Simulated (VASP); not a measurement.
Wanted: the native input for a VASP 6.6.1 run.

* Task: single point
* Functional: PBE
* Potentials or basis: VASP PAW PBE potentials, release 64 (I)
* Cutoff: 520 eV
* k mesh: 11 × 11 × 11
* Occupations: fermi-dirac, width 0.1 eV
* Spin: no spin polarisation
* Dipole correction: no
* Further INCAR settings: ALGO = Normal; EDIFF = 1e-07; NBANDS = 10

The structure of I lies in POSCAR:

```
I
1.0
    2.7538073213      0.0000000000      0.0000000000
    0.0000000000      2.7538073213      0.0000000000
    0.0000000000      0.0000000000      2.7538073213
I
1
Direct
    0.0000000000      0.0000000000      0.0000000000
```

One way to write it, as run:

INCAR

```
ALGO     = Normal         # electronic algorithm
EDIFF    = 1E-7           # SCF threshold, eV
ENCUT    = 520            # plane-wave cutoff, eV
GGA      = PE             # functional
ISIF     = 2              # what is computed and relaxed
ISMEAR   = -1             # smearing method
LASPH    = T              # aspherical terms in the spheres
LCHARG   = F              # write CHGCAR
LREAL    = F              # projectors in reciprocal space
LWAVE    = F              # write WAVECAR
NBANDS   = 10             # bands
NELM     = 60             # most SCF steps
PREC     = Accurate       # precision mode
SIGMA    = 0.1            # smearing width, eV
```

KPOINTS

```
k-points
0
Gamma
  11 11 11
```

Potentials or basis: VASP PAW PBE potentials, release 64 (I).

Command:

```sh
$ cat potpaw_PBE.64/I/POTCAR > POTCAR
$ mpirun -np 1 vasp_std > vasp.out
```

It gave:

- Pressure: 80.6 GPa
- Band gap on the k mesh: zero (an odd number of electrons rules out a gap without spin polarisation)

Caveat: the cell stands under pressure; spin-orbit coupling is left out, which moves the levels of the heavy elements; an odd number of electrons without spin polarisation forces a metal; a magnetic or distorted state may lie lower.

Wall time 11 s on 1 thread of Intel Xeon 8259CL, on a shared host, peak memory 0.13 GiB.
